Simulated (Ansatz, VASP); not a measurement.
# Pt: VASP beside Ansatz

The input INCAR:

```
  PREC = Accurate
  ENCUT = 520
  EDIFF = 1E-7
  ISMEAR = -1
  SIGMA = 0.1
  LREAL = F
  LASPH = T
  NELM = 60
  ALGO = Normal
  ISIF = 2
  LWAVE = F
  LCHARG = F
  LDIPOL = T
  IDIPOL = 3
  DIPOL = 0.5 0.5 0.500
  GGA = PS
  NBANDS = 33
```

The input KPOINTS:

```
Automatic mesh
0
Gamma
  12 9 1
```

The input POSCAR:

```
Pt
1.0
    2.7716650196      0.0000000000      0.0000000000
    0.0000000000      3.9197262610      0.0000000000
    0.0000000000      0.0000000000     12.2770000000
Pt
5
Direct
    0.0000000000      0.0000000000      0.2850867506
    0.5000000000      0.5000000000      0.3802451885
    0.0000000000      0.0000000000      0.5000000037
    0.5000000000      0.5000000000      0.6197548101
    0.0000000000      0.0000000000      0.7149132494
```

Input for Ansatz:

```yaml
crystal:
  lattice:
    - [2.7716650196, 0.0, 0.0]
    - [0.0, 3.919726261, 0.0]
    - [0.0, 0.0, 12.277]
  atoms:
    - { symbol: Pt, position: [0.0, 0.0, 0.2850867506] }
    - { symbol: Pt, position: [0.5, 0.5, 0.3802451885] }
    - { symbol: Pt, position: [0.0, 0.0, 0.5000000037] }
    - { symbol: Pt, position: [0.5, 0.5, 0.6197548101] }
    - { symbol: Pt, position: [0.0, 0.0, 0.7149132494] }
kpoints:
  mp_grid: { grid: [12, 9, 1] }
scf:
  occupations: { method: fermi_dirac, width: 0.1 }
hamiltonian:
  xc: pbesol
  pseudopotentials: { kind: all_electron, lapw: { basis_error: 0.001 } }
output:
  forces: true
  stress: true
  eigenvalues: true
efield:
  axis: 3
  amplitude: 0
  dipole_correction: true
```

Alike in both runs: task single point; functional PBEsol; k mesh 12 × 9 × 1; occupations fermi-dirac, width 0.1 eV; no spin polarisation.

|  | VASP | Ansatz |
| --- | --- | --- |
| version | VASP 6.6.1 | Ansatz 0.2.0 |
| potentials or method | VASP PAW PBE potentials, release 64 (Pt), cutoff 520 eV | all-electron LAPW, scalar-relativistic |

|  | VASP | Ansatz | Ansatz less VASP |
| --- | --- | --- | --- |
| rms of the force components (eV/Å) | 0.006 | 0.003 | -0.0028 |

VASP's potentials were made for PBE, not for PBEsol. Atom by atom the forces differ by 0.008 eV/Å (rms over components). Ansatz ran all-electron here, and VASP with PAW potentials. Ansatz's warnings: vacuum density over bound.

Spin-orbit coupling is off throughout.
